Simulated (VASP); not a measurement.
A run of VASP 6.6.1 is set up as follows.

INCAR

```
SYSTEM = Pt
PREC     = Accurate       ! precision mode
ENCUT    = 520            ! plane-wave cutoff, eV
EDIFF    = 1E-6           ! SCF threshold, eV
ISMEAR   = 0              ! smearing method
SIGMA    = 0.15           ! smearing width, eV
LREAL    = .FALSE.        ! projectors in reciprocal space
LASPH    = .TRUE.         ! aspherical terms in the spheres
NELM     = 60             ! most SCF steps
ALGO     = Normal         ! electronic algorithm
ISIF     = 2              ! what is computed and relaxed
LWAVE    = .FALSE.        ! write WAVECAR
LCHARG   = .FALSE.        ! write CHGCAR
GGA      = PE             ! functional
NBANDS   = 11             ! bands
```

KPOINTS

```
regular mesh
0
G
  20 20 20
  0 0 0
```

Contents of POSCAR:

```
Pt
1.0
    0.0000000000      1.9579000000      1.9579000000
    1.9579000000      0.0000000000      1.9579000000
    1.9579000000      1.9579000000      0.0000000000
Pt
1
Direct
    0.0000000000      0.0000000000      0.0000000000
```

Potentials or basis: VASP PAW PBE potentials, release 64 (Pt).

Run with:

```bash
$ cat potpaw_PBE.64/Pt/POTCAR > POTCAR
$ mpirun -np 1 vasp_std > vasp.out
```

(1) Predict the band gap on the k mesh.

(2) Estimate the pressure.

Results:

(1) zero (band 5 reaches 11.86 eV, above the bottom of band 6 at 9.60 eV).

(2) 11.0 GPa.

Caveat: spin-orbit coupling is left out, which moves the levels of the heavy elements.
